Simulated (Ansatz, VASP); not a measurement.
# Two plane-wave programs on CdS

```
CELL_PARAMETERS angstrom
4.26117 0.00000 0.00000
-2.13058 3.69028 0.00000
0.00000 0.00000 5.80417
ATOMIC_POSITIONS crystal
Cd 0.00000 0.00000 0.44269
S 0.66667 0.33333 0.43431
```

Alike in both runs: task relaxation of cell and atoms; functional PBEsol; k mesh 6 × 6 × 4; no spin polarisation.

```csv
,VASP,Ansatz
version,VASP 6.6.1,Ansatz 0.2.0
potentials or method,"VASP PAW PBE potentials, release 64 (Cd, S)","plane waves, PAW"
plane-wave cutoff (eV),600,420
occupations,"gaussian, width 0.01 eV",fixed
valence electrons in the cell,18,26
```

|  | VASP | Ansatz | Ansatz less VASP |
| --- | --- | --- | --- |
| relaxed volume (Å³/atom) | 44.26 | 44.05 | -0.207 |
| relaxed cell length with the largest relative difference (Å) | 4.197 | 4.186 | -0.0112 |

VASP's potentials were made for PBE, not for PBEsol. VASP's potentials hold 18 valence electrons a cell and Ansatz's 26, so a difference there can come from the potentials and not from the codes.
